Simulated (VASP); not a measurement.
Input of a VASP 6.6.1 run:

INCAR

```
SYSTEM = BiTe
PREC = Accurate
ENCUT = 520
EDIFF = 1E-6
ISMEAR = 0
SIGMA = 0.15
LREAL = .FALSE.
LASPH = .TRUE.
NELM = 80
ALGO = Normal
ISIF = 2
LWAVE = .FALSE.
LCHARG = .FALSE.
GGA = PS
NBANDS = 18
```

Contents of KPOINTS:

```
Automatic mesh
0
G
  14 14 14
  0 0 0
```

POSCAR

```
BiTe
1.0
    0.0000000000      3.2835250000      3.2350000000
    3.2835250000      0.0000000000      3.2350000000
    3.2835250000      3.2835250000      0.0000000000
Bi Te
1 1
Direct
    0.0000000000      0.0000000000      0.0000000000
    0.5000000000      0.5000000000      0.5000000000
```

Potentials or basis: VASP PAW PBE potentials, release 64 (Bi_d, Te).

Run with:

```bash
$ cat potpaw_PBE.64/Bi_d/POTCAR potpaw_PBE.64/Te/POTCAR > POTCAR
$ mpirun -np 1 vasp_std > vasp.out
```

(1) Predict the pressure.

(2) Estimate the band gap on the k mesh.

Answers

(1) -3.0 GPa.

(2) zero (an odd number of electrons rules out a gap without spin polarisation).

Caveat: the cell differs from its parent crystal (strain +0.015 along x and y, +0.000 along z); the PAW data sets were made with another functional, which shifts forces and pressure a little; spin-orbit coupling is left out, which moves the levels of the heavy elements.
